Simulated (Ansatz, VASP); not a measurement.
Two plane-wave programs on ZnS

```
Zn S
1.0
     0.00000    2.76904    2.76904
     2.76904    0.00000    2.76904
     2.76904    2.76904    0.00000
Zn S
1 1
Direct
  0.25000 0.25000 0.25000
  0.00000 0.00000 0.00000
```

Alike in both runs: task single point; functional HSE06; k mesh 4 × 4 × 4; occupations gaussian, width 0.02 eV; no spin polarisation.

|  | VASP | Ansatz |
| --- | --- | --- |
| version | VASP 6.6.1 | Ansatz 0.2.0 |
| potentials or method | VASP PAW PBE potentials, release 64 (Zn, S), cutoff 520 eV | scalar-relativistic, plane waves, PAW |
| valence electrons in the cell | 18 | 18 |

```tsv
	VASP	Ansatz	Ansatz less VASP
gap on the k mesh at the Fermi level (eV)	2.99	3.00	+0.013
least direct gap on the mesh (eV)	2.99	3.00	+0.013
pressure (GPa)	-3.8	-3.8	-0.01
```

The functional is the same, so the differences come from potentials, cutoffs and numerics. Ansatz's warnings: stress exchange threshold loose, stress scf threshold loose.

The k mesh is coarse, so the values compare programs but aren't converged.
